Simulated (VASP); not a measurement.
Wanted: the native input for a VASP 6.6.1 run.

| Item | Value |
| --- | --- |
| Task | single point |
| Functional | RPBE |
| Potentials or basis | VASP PAW PBE potentials, release 64 (Zn) |
| Cutoff | 520 eV |
| k mesh | 22 × 22 × 10 |
| Occupations | fermi-dirac, width 0.1 eV |
| Spin | no spin polarisation |
| Dipole correction | no |
| Further INCAR settings | ALGO = Normal; EDIFF = 1e-07; NBANDS = 19 |

The structure of Zn lies in POSCAR:

```
Zn
1.0
    2.7612762067      0.0000000000      0.0000000000
   -1.3806381034      2.3913353419      0.0000000000
    0.0000000000      0.0000000000      5.1894651627
Zn
2
Direct
    0.3333333333      0.6666666667      0.2500000000
    0.6666666667      0.3333333333      0.7500000000
```

One way to write it, as run:

INCAR

```
SYSTEM = Zn
ALGO     = Normal         ! electronic algorithm
EDIFF    = 1E-7           ! SCF threshold, eV
ENCUT    = 520            ! plane-wave cutoff, eV
GGA      = RP             ! functional
ISIF     = 2              ! what is computed and relaxed
ISMEAR   = -1             ! smearing method
LASPH    = .TRUE.         ! aspherical terms in the spheres
LCHARG   = .FALSE.        ! write CHGCAR
LREAL    = .FALSE.        ! projectors in reciprocal space
LWAVE    = .FALSE.        ! write WAVECAR
NBANDS   = 19             ! bands
NELM     = 80             ! most SCF steps
PREC     = Accurate       ! precision mode
SIGMA    = 0.1            ! smearing width, eV
```

KPOINTS

```
k-points
0
G
  22 22 10
  0 0 0
```

Potentials or basis: VASP PAW PBE potentials, release 64 (Zn).

Command:

```bash
$ cat potpaw_PBE.64/Zn/POTCAR > POTCAR
$ mpirun -np 1 vasp_std > vasp.out
```

It gave:

```json
{
  "Pressure": "-3.7 GPa",
  "Band gap on the k mesh": "zero (bands 12 and 13 overlap by 4.81 eV)"
}
```

Caveat: the cell stands under tension; the PAW data sets were made with another functional, which shifts forces and pressure a little.

It took 72 s on 1 thread of Intel(R) Xeon(R) Platinum 8488C (Sapphire Rapids) (shared host), peak memory 0.28 GiB.
